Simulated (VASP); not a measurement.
# Na in VASP: single point with PBEsol

Aim: the single point of Na with PBEsol.

Everything below comes from runs of VASP 6.6.1. Logs are shortened: lines on timing, memory, paths and dates and some standing lists are left out, and cuts for length are marked.

### 1 The cell of the first run

The typed cell holds 4 atoms: a = 7.118 Å, b = 7.118 Å, c = 3.810 Å, α = 90.00°, β = 90.00°, γ = 129.78°.

### 2 Single point, PBEsol

Input file INCAR:

```
SYSTEM = Na
PREC = Accurate
ENCUT = 520
EDIFF = 1E-6
ISMEAR = 0
SIGMA = 0.1
LREAL = .FALSE.
LASPH = .TRUE.
NELM = 100
ALGO = Fast
ISIF = 2
LWAVE = .FALSE.
LCHARG = .FALSE.
GGA = PS
NBANDS = 22
```

Input file KPOINTS:

```
Automatic mesh
0
G
  10 10 8
  0 0 0
```

Input file POSCAR:

```
Na
1.0
    3.0205557387     -6.4451130964      0.0000000000
    3.0205557387      6.4451130964      0.0000000000
    0.0000000000      0.0000000000      3.8103143398
Na
4
Direct
    0.1317750316      0.8682249684      0.0000467648
    0.6317750316      0.3682249684      0.4999532352
    0.8682249684      0.1317750316      0.9999532352
    0.3682249684      0.6317750316      0.5000467648
```

Potentials or basis: VASP PAW PBE potentials, release 64 (Na_pv).

On the command line:

```sh
> cat potpaw_PBE.64/Na_pv/POTCAR > POTCAR
> mpirun -np 1 vasp_std > vasp.out
```

OUTCAR:

```text
SYSTEM = Na
   PREC = Accurate
   ENCUT = 520
   EDIFF = 1E-6
   ISMEAR = 0
   LREAL = .FALSE.
   LASPH = .TRUE.
   NELM = 100
   ISIF = 2
   GGA = PS

 ion  position               nearest neighbor table
   1  0.132  0.868  0.000-
   2  0.632  0.368  0.500-
   3  0.868  0.132  1.000-
   4  0.368  0.632  0.500-

  LATTYP: Found a base centered orthorhombic cell.
 ALAT       =     6.0411114774
 B/A-ratio  =     2.1337507578
 C/A-ratio  =     0.6307306783

  Lattice vectors:

 A1 = (   3.0205557387,  -6.4451130964,   0.0000000000)
 A2 = (   3.0205557387,   6.4451130964,   0.0000000000)
 A3 = (   0.0000000000,   0.0000000000,   3.8103143398)

Analysis of symmetry for initial positions (statically):
=====================================================================
 Subroutine PRICEL returns:
 Original cell was already a primitive cell.

 Routine SETGRP: Setting up the symmetry group for a
 base centered orthorhombic supercell.

 Subroutine GETGRP returns: Found  8 space group operations
 (whereof  4 operations were pure point group operations)
 out of a pool of  8 trial point group operations.

The static configuration has the point symmetry C_2h.
 The point group associated with its full space group is D_2h.

Analysis of symmetry for dynamics (positions and initial velocities):
=====================================================================
 Subroutine PRICEL returns:
 Original cell was already a primitive cell.

 Routine SETGRP: Setting up the symmetry group for a
 base centered orthorhombic supercell.

 Subroutine GETGRP returns: Found  8 space group operations
 (whereof  4 operations were pure point group operations)
 out of a pool of  8 trial point group operations.

The dynamic configuration has the point symmetry C_2h.
 The point group associated with its full space group is D_2h.

 Subroutine INISYM returns: Found  8 space group operations
 (whereof  4 operations are pure point group operations),
 and found     1 'primitive' translations

----------------------------------------------------------------------------------------

                                     Primitive cell

  volume of cell :     148.3571

  direct lattice vectors                    reciprocal lattice vectors
     3.020555739 -6.445113096  0.000000000     0.165532453 -0.077578158  0.000000000
     3.020555739  6.445113096  0.000000000     0.165532453  0.077578158  0.000000000
     0.000000000  0.000000000  3.810314340     0.000000000  0.000000000  0.262445539

  length of vectors
     7.117811447  7.117811447  3.810314340     0.182809637  0.182809637  0.262445539

  position of ions in fractional coordinates (direct lattice)
     0.131775032  0.868224968  0.000046765
     0.631775032  0.368224968  0.499953235
     0.868224968  0.131775032  0.999953235
     0.368224968  0.631775032  0.500046765

  ion indices of the primitive-cell ions
   primitive index   ion index
                 1           1
                 2           2
                 3           3
                 4           4

----------------------------------------------------------------------------------------

 KPOINTS: Automatic mesh

Automatic generation of k-mesh.
 Grid dimensions read from file:
 generate k-points for:   10   10    8

 Generating k-lattice:

  Cartesian coordinates                     Fractional coordinates (reciprocal lattice)
     0.016553245 -0.007757816  0.000000000     0.100000000 -0.000000000  0.000000000
     0.016553245  0.007757816  0.000000000    -0.000000000  0.100000000  0.000000000
     0.000000000  0.000000000  0.032805692     0.000000000  0.000000000  0.125000000

  Length of vectors
     0.018280964  0.018280964  0.032805692

  Shift w.r.t. Gamma in fractional coordinates (k-lattice)
     0.000000000  0.000000000  0.000000000

 Subroutine IBZKPT returns following result:
 ===========================================

 Found    155 irreducible k-points:

 Following reciprocal coordinates:
            Coordinates               Weight
  0.000000  0.000000  0.000000      1.000000
  0.100000 -0.000000  0.000000      4.000000
  0.200000 -0.000000  0.000000      4.000000
  0.300000 -0.000000  0.000000      4.000000
  0.400000 -0.000000  0.000000      4.000000
  0.500000  0.000000  0.000000      2.000000
[... 16 lines left out ...]
  0.300000  0.300000  0.000000      2.000000
  0.400000  0.300000  0.000000      4.000000
 [... further k-points ...]
   k-points           NKPTS =    155   k-points in BZ     NKDIM =    155   number of bands    NBANDS=     22
   number of dos      NEDOS =    301   number of ions     NIONS =      4
   total plane-waves  NPLWV =  81648
   dimension x,y,z NGX =    54 NGY =   54 NGZ =   28
   dimension x,y,z NGXF=   108 NGYF=  108 NGZF=   56
   ions per type =               4
   NGX,Y,Z   is equivalent  to a cutoff of  12.61, 12.61, 12.22 a.u.
   NGXF,Y,Z  is equivalent  to a cutoff of  25.22, 25.22, 24.43 a.u.
 SYSTEM =  Na
   PREC   = accura    normal or accurate (medium, high low for compatibility)
   ISTART =      0    job   : 0-new  1-cont  2-samecut
   ICHARG =      2    charge: 1-file 2-atom 10-const
   ISPIN  =      1    spin polarized calculation?
   LNONCOLLINEAR =      F non collinear calculations
   LSORBIT =      F    spin-orbit coupling
   LASPH  =      T    aspherical Exc in radial PAW
   ENCUT  =  520.0 eV  38.22 Ry    6.18 a.u.  13.23 13.23  7.08*2*pi/ulx,y,z
   NELM   =    100;   NELMIN=  2; NELMDL= -5     # of ELM steps
   EDIFF  = 0.1E-05   stopping-criterion for ELM
   LREAL  =      F    real-space projection
   EDIFFG = 0.1E-04   stopping-criterion for IOM
   NSW    =      0    number of steps for IOM
   IBRION =     -1    ionic relax: 0-MD 1-quasi-New 2-CG
   NFREE  =      0    steps in history (QN), initial steepest desc. (CG)
   ISIF   =      2    stress and relaxation
   ISYM   =      2    0-nonsym 1-usesym 2-fastsym
   POTIM  = 0.5000    time-step for ionic-motion
   TEBEG  =    0.0;   TEEND  =   0.0 temperature during run
   PSTRESS=    0.0 pullay stress
   NELECT =      28.0000    total number of electrons
   NUPDOWN=      -1.0000    fix difference up-down
   EMIN   =  10.00;   EMAX   =-10.00  energy-range for DOS
   EFERMI =   0.00;   METHOD = LEGACY
   ISMEAR =     0;   SIGMA  =   0.10  broadening in eV -4-tet -1-fermi 0-gaus
   EFERMI_NEDOS =   21; number of points for ismear=-14 and -15
   IALGO  =     68    algorithm
   IMIX   =      4    mixing-type and parameters
     AMIX     =   0.40;   BMIX     =  1.00
     AMIX_MAG =   1.60;   BMIX_MAG =  1.00
  volume/ion in A,a.u.               =      37.09       250.29
  Fermi-wavevector in a.u.,A,eV,Ry     =   0.939056  1.774558 11.997971  0.881826
  Thomas-Fermi vector in A             =   2.066330
   LORBIT       =      0    0 simple, 1 ext, 2 COOP (PROOUT), +10 PAW based schemes
   GGA     = PS    functional components
   LHFCALC =     F    Hartree Fock is set to
   AEXX    =    0.0000 exact exchange contribution
   IVDW    =     0    specifies the selected vdW correction
   LEPSILON=     F    determine dielectric tensor
   LRPA    =     F    only Hartree local field effects (RPA)
 non-spin polarized calculation
 RMM-DIIS sequential band-by-band and
 Gauss-broadening in eV      SIGMA  =   0.10
  energy-cutoff  :      520.00
  volume of cell :      148.36
 maximum number of plane-waves:      4026
 NGX is ok and might be reduce to    54
   NGX = 27   NGY = 27   NGZ = 15

 number of electron      27.9999990 magnetization

 Free energy of the ion-electron system (eV)
  ---------------------------------------------------
  ext. energy  EPLUGINS =         0.00000000
  ---------------------------------------------------
  free energy    TOTEN  =        -5.45270160 eV

  energy without entropy =       -5.44315707  energy(sigma->0) =       -5.44792934

 E-fermi :   0.3023     XC(G=0):  -6.4952

 val. band max:        0.3010620940   @ k =   0.2000  -0.0000   0.1250
 cond. band min:       0.3092912746   @ k =   0.4000  -0.0000   0.0000
 fundamental gap:      0.0082291806
 Fermi energy:         0.3023181368

 k-point     1 :       0.0000    0.0000    0.0000
  band No.  band energies     occupation
      1     -24.5718      2.00000
      2     -24.5663      2.00000
      3     -24.5646      2.00000
      4     -24.5458      2.00000
      5     -24.5442      2.00000
      6     -24.5397      2.00000
[... 14 lines left out ...]
     21       7.0467      0.00000
     22       8.4394      0.00000

 k-point     2 :       0.1000   -0.0000    0.0000
  band No.  band energies     occupation
      1     -24.5713      2.00000
      2     -24.5655      2.00000
      3     -24.5635      2.00000
      4     -24.5473      2.00000
      5     -24.5438      2.00000
      6     -24.5385      2.00000
[... 14 lines left out ...]
     21       7.0891      0.00000
     22       7.7667      0.00000

 k-point     3 :       0.2000   -0.0000    0.0000
  band No.  band energies     occupation
      1     -24.5698      2.00000
      2     -24.5630      2.00000
      3     -24.5604      2.00000
      4     -24.5502      2.00000
      5     -24.5428      2.00000
      6     -24.5364      2.00000
[... 14 lines left out ...]
     21       7.2161      0.00000
     22       7.4026      0.00000

 k-point     4 :       0.3000   -0.0000    0.0000
  band No.  band energies     occupation
      1     -24.5676      2.00000
      2     -24.5589      2.00000
      3     -24.5560      2.00000
      4     -24.5533      2.00000
      5     -24.5411      2.00000
      6     -24.5351      2.00000
[... 14 lines left out ...]
     21       7.4281      0.00000
     22       7.5039      0.00000

 k-point     5 :       0.4000   -0.0000    0.0000
  band No.  band energies     occupation
      1     -24.5647      2.00000
      2     -24.5578      2.00000
      3     -24.5534      2.00000
      4     -24.5495      2.00000
      5     -24.5409      2.00000
      6     -24.5391      2.00000
[... 14 lines left out ...]
     21       7.2656      0.00000
     22       7.7288      0.00000

 k-point     6 :       0.5000    0.0000    0.0000
  band No.  band energies     occupation
      1     -24.5613      2.00000
      2     -24.5613      2.00000
      3     -24.5472      2.00000
      4     -24.5472      2.00000
      5     -24.5432      2.00000
      6     -24.5432      2.00000
[... 14 lines left out ...]
     21       7.7051      0.00000
     22       7.7053      0.00000

 k-point     7 :       0.1000    0.1000    0.0000
  band No.  band energies     occupation
      1     -24.5709      2.00000
      2     -24.5624      2.00000
      3     -24.5609      2.00000
      4     -24.5463      2.00000
      5     -24.5429      2.00000
      6     -24.5404      2.00000
[... 324 lines left out ...]
      6     -24.5359      2.00000
[... 14 lines left out ...]
     21       7.1820      0.00000
     22       7.1995      0.00000

 k-point    21 :      -0.3000    0.2000    0.0000
  band No.  band energies     occupation
      1     -24.5673      2.00000
      2     -24.5649      2.00000
      3     -24.5617      2.00000
      4     -24.5574      2.00000
      5     -24.5429      2.00000
      6     -24.5364      2.00000
[... 14 lines left out ...]
     21       6.8481      0.00000
     22       7.2704      0.00000

 k-point    22 :      -0.2000    0.2000    0.0000
  band No.  band energies     occupation
      1     -24.5679      2.00000
      2     -24.5674      2.00000
      3     -24.5631      2.00000
      4     -24.5550      2.00000
      5     -24.5435      2.00000
      6     -24.5363      2.00000
[... 14 lines left out ...]
     21       6.6289      0.00000
     22       7.1677      0.00000

 k-point    23 :       0.3000    0.3000    0.0000
  band No.  band energies     occupation
      1     -24.5661      2.00000
      2     -24.5545      2.00000
      3     -24.5492      2.00000
      4     -24.5484      2.00000
      5     -24.5449      2.00000
      6     -24.5388      2.00000
[... 14 lines left out ...]
     21       7.7839      0.00000
     22       7.9789      0.00000

 k-point    24 :       0.4000    0.3000    0.0000
  band No.  band energies     occupation
      1     -24.5647      2.00000
      2     -24.5604      2.00000
      3     -24.5538      2.00000
      4     -24.5517      2.00000
      5     -24.5437      2.00000
      6     -24.5392      2.00000
[... 14 lines left out ...]
     21       6.7860      0.00000
     22       7.2906      0.00000

 [... further k-points ...]

------------------------ aborting loop because EDIFF is reached ----------------------------------------

  FORCE on cell =-STRESS in cart. coord.  units (eV):
  Direction    XX          YY          ZZ          XY          YZ          ZX
  --------------------------------------------------------------------------------------
  -------------------------------------------------------------------------------------
  Total        0.0269024      0.0389444      0.0344723      0.0000000     -0.0000000      0.0000000
  in kB        0.2905311      0.4205792      0.3722826      0.0000000     -0.0000000      0.0000000
  external PRESSURE =       0.3611310 kB  Pullay stress =       0.0000000 kB

 VOLUME and BASIS-vectors are now :
 -----------------------------------------------------------------------------
  energy-cutoff  :      520.00
  volume of cell :      148.36
      direct lattice vectors                 reciprocal lattice vectors
     3.020555739 -6.445113096  0.000000000     0.165532453 -0.077578158  0.000000000
     3.020555739  6.445113096  0.000000000     0.165532453  0.077578158  0.000000000
     0.000000000  0.000000000  3.810314340     0.000000000  0.000000000  0.262445539

 POSITION                                       TOTAL-FORCE (eV/Angst)
 -----------------------------------------------------------------------------------
      3.02056      4.74650      0.00018         0.000000      0.001480     -0.000070
      3.02056     -1.69861      1.90498         0.000000      0.001480      0.000070
      3.02056     -4.74650      3.81014         0.000000     -0.001480      0.000070
      3.02056      1.69861      1.90534         0.000000     -0.001480     -0.000070
 -----------------------------------------------------------------------------------
    total drift:                                0.000000     -0.000000      0.000000

  FREE ENERGIE OF THE ION-ELECTRON SYSTEM (eV)
  ---------------------------------------------------
  free  energy   TOTEN  =        -5.4527016022 eV

  energy  without entropy=       -5.4431570738  energy(sigma->0) =       -5.44792934
```

Run time: 9.2 min. Hardware: 1 thread of Oxide Virtual Turin-like, shared host; peak memory 0.46 GiB.

Results:

```yaml
Free_energy: -5.4527 eV
Pressure: 0.0 GPa
Band_gap_on_the_k_mesh: zero (band 14 reaches 1.20 eV, above the bottom of band 15 at -1.26 eV)
```

Caveat: the PAW data sets were made with another functional, which shifts forces and pressure a little.
